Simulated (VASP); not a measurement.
The system is WC.

```
CELL_PARAMETERS angstrom
0.00000 2.66829 2.66829
2.66829 0.00000 2.66829
2.66829 2.66829 0.00000
ATOMIC_POSITIONS crystal
W 0.00000 0.00000 0.00000
C 0.25000 0.25000 0.25000
```

- Program: VASP 6.6.1
- Task: relaxation of cell and atoms
- Functional: PBE
- Potentials or basis: VASP PAW PBE potentials, release 64 (W_sv, C)
- Cutoff: 600 eV
- k mesh: 6 × 6 × 6
- Occupations: gaussian, width 0.2 eV
- Spin: no spin polarisation

At the start: pressure -43.9 GPa; volume 19.00 Å³/atom.

**Question.** How do energy, volume and symmetry change on relaxing?

**Answer.** Over 5 steps the energy falls by 1153.7 meV/atom and the volume is 13.00 Å³/atom (-31.6 %); space group F-43m (No. 216, to 0.05 Å).

The path:
| step | energy change (eV) | largest force (eV/Å) | pressure (GPa) | volume (Å³) |
| --- | --- | --- | --- | --- |
| 1 | 0.0000 | 0.0000 | -43.91 | 38.00 |
| 2 | 4.8616 | 0.0000 | 343.04 | 15.95 |
| 3 | -2.2506 | 0.0000 | -12.37 | 27.42 |
| 4 | -2.2958 | 0.0000 | -5.88 | 26.63 |
| 5 | -2.3075 | 0.0000 | 0.25 | 25.99 |

Final structure:
```yaml
crystal:
  lattice:
    - [0.00000, 2.35104, 2.35104]
    - [2.35104, 0.00000, 2.35104]
    - [2.35104, 2.35104, 0.00000]
  atoms:
    - { symbol: W, position: [0.00000, 0.00000, 0.00000] }
    - { symbol: C, position: [0.25000, 0.25000, 0.25000] }
```

Caveat: the volume moved by over 15 % at a fixed basis, so the end points are rough.
